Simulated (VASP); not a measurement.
Here is a VASP 6.6.1 calculation.

INCAR

```
  PREC = Accurate
  ENCUT = 520
  EDIFF = 1E-7
  ISMEAR = -1
  SIGMA = 0.05
  LREAL = F
  LASPH = T
  NELM = 100
  ALGO = Normal
  ISIF = 2
  LWAVE = F
  LCHARG = F
  GGA = PE
  NBANDS = 14
```

Contents of KPOINTS:

```
Automatic mesh
0
Gamma
  15 15 15
```

POSCAR

```
CoSi
1.0
    0.0000000000      2.2756058916      2.2756058916
    2.2756058916      0.0000000000      2.2756058916
    2.2756058916      2.2756058916      0.0000000000
Co Si
1 1
Direct
    0.0000000000      0.0000000000      0.0000000000
    0.5000000000      0.5000000000      0.5000000000
```

Potentials or basis: VASP PAW PBE potentials, release 64 (Co, Si).

Run with:

```sh
$ cat potpaw_PBE.64/Co/POTCAR potpaw_PBE.64/Si/POTCAR > POTCAR
$ mpirun -np 1 vasp_std > vasp.out
```

(1) What does it give for the pressure?

(2) Estimate the band gap on the k mesh.

## Answers

(1) 13.7 GPa.

(2) zero (an odd number of electrons rules out a gap without spin polarisation).

Caveat: the cell stands under pressure; the run has no spin polarisation, though such a crystal can be magnetic.
